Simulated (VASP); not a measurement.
Crystal: SnTe3.

```
CELL_PARAMETERS angstrom
-2.63142 3.70017 3.71189
2.63142 -3.70017 3.71189
2.63142 3.70017 -3.71189
ATOMIC_POSITIONS crystal
Sn 0.50000 0.50000 0.00000
Te 0.00000 0.00000 0.00000
Te 0.67895 0.00000 0.67895
Te 0.32105 0.00000 0.32105
```

The cell was generated, and may not be a known phase.

* Program: VASP 6.6.1
* Task: relaxation of cell and atoms
* Functional: PBE
* Potentials or basis: VASP PAW PBE potentials, release 64 (Sn_d, Te)
* Cutoff: 600 eV
* k mesh: 4 × 4 × 4
* Occupations: gaussian, width 0.1 eV
* Spin: no spin polarisation

At the start: pressure 18.2 GPa; volume 36.14 Å³/atom.

**Question.** Where does the relaxation end?

**Answer.** Over 18 steps the energy falls by 1072.3 meV/atom and the volume is 36.95 Å³/atom (+2.2 %); space group Immm (No. 71, to 0.1 Å) before and after.

Step by step:
```csv
step,energy change (eV),largest force (eV/Å),pressure (GPa),volume (Å³)
1,0.0000,3.7042,18.21,144.57
2,-1.7580,0.7962,-4.66,232.77
3,-3.7775,0.6604,-2.10,181.29
4,-3.8037,0.7155,-1.66,179.21
5,-3.8166,0.7788,-1.01,176.45
6,-3.8160,0.7653,-1.19,177.10
7,-3.9795,0.4135,-1.46,170.99
8,-4.2169,0.0710,-1.47,157.81
9,-3.5151,0.1722,4.82,130.85
10,-4.2352,0.1559,-1.33,155.20
11,-4.2437,0.2075,-1.19,152.73
12,-4.2432,0.3819,1.57,142.36
13,-4.2695,0.2888,0.08,147.41
14,-4.2796,0.1993,0.11,147.12
15,-4.2880,0.0154,0.22,146.58
16,-4.2880,0.0007,0.24,146.54
17,-4.2889,0.0034,-0.17,148.49
18,-4.2893,0.0028,-0.03,147.82
```

Final structure:
```
CELL_PARAMETERS angstrom
-2.66992 4.52135 3.06128
2.66992 -4.52135 3.06128
2.66992 4.52135 -3.06128
ATOMIC_POSITIONS crystal
Sn 0.50000 0.50000 0.00000
Te 0.00000 0.00000 0.00000
Te 0.67196 0.00000 0.67196
Te 0.32804 0.00000 0.32804
```

Caveat: the k points lie up to 0.34 Å⁻¹ apart in the final cell, too coarse for converged energies and pressures of a metal.
